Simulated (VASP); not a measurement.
Wanted: the native input for a VASP 6.6.1 run.

* Task: single point
* Functional: PBE
* Dispersion: D4
* Potentials or basis: VASP PAW PBE potentials, release 64 (B, N)
* Cutoff: 600 eV
* k mesh: 6 × 6 × 2
* Occupations: gaussian, width 0.01 eV
* Spin: no spin polarisation
* Dipole correction: no
* Further INCAR settings: ALGO = Normal; EDIFF = 1e-06; NBANDS = 16

The structure of BN lies in POSCAR:

```
BN
1.0
    2.4982400000      0.0000000000      0.0000000000
   -1.2491200000      2.1635393000      0.0000000000
    0.0000000000      0.0000000000      6.6357000000
B N
2 2
Direct
    0.3333333333      0.6666666667      0.2500000000
    0.6666666667      0.3333333333      0.7500000000
    0.3333333333      0.6666666667      0.7500000000
    0.6666666667      0.3333333333      0.2500000000
```

The input as run:

INCAR

```
PREC     = Accurate       # precision mode
ENCUT    = 600            # plane-wave cutoff, eV
EDIFF    = 1E-6           # SCF threshold, eV
ISMEAR   = 0              # smearing method
SIGMA    = 0.01           # smearing width, eV
LREAL    = F              # projectors in reciprocal space
LASPH    = T              # aspherical terms in the spheres
NELM     = 120            # most SCF steps
ALGO     = Normal         # electronic algorithm
ISIF     = 2              # what is computed and relaxed
LWAVE    = F              # write WAVECAR
LCHARG   = F              # write CHGCAR
GGA      = PE             # functional
IVDW     = 13             # dispersion correction
NBANDS   = 16             # bands
GGA_COMPAT= F
```

KPOINTS

```
regular mesh
0
Gamma
  6 6 2
```

Potentials or basis: VASP PAW PBE potentials, release 64 (B, N).

Run with:

```sh
$ cat potpaw_PBE.64/B/POTCAR potpaw_PBE.64/N/POTCAR > POTCAR
$ mpirun -np 1 vasp_std > vasp.out
```

It gave:

```json
{
 "Pressure": "2.3 GPa",
 "Band gap on the k mesh": "4.29 eV, indirect (least direct gap 4.66 eV)",
 "Dispersion energy per atom": "-0.161 eV"
}
```

Caveat: the k points lie up to 0.48 Å⁻¹ apart.

It took 7.3 s on 1 thread of Intel(R) Xeon(R) Platinum 8375C CPU @ 2.90GHz (Ice Lake), on a shared host, peak memory 0.15 GiB.
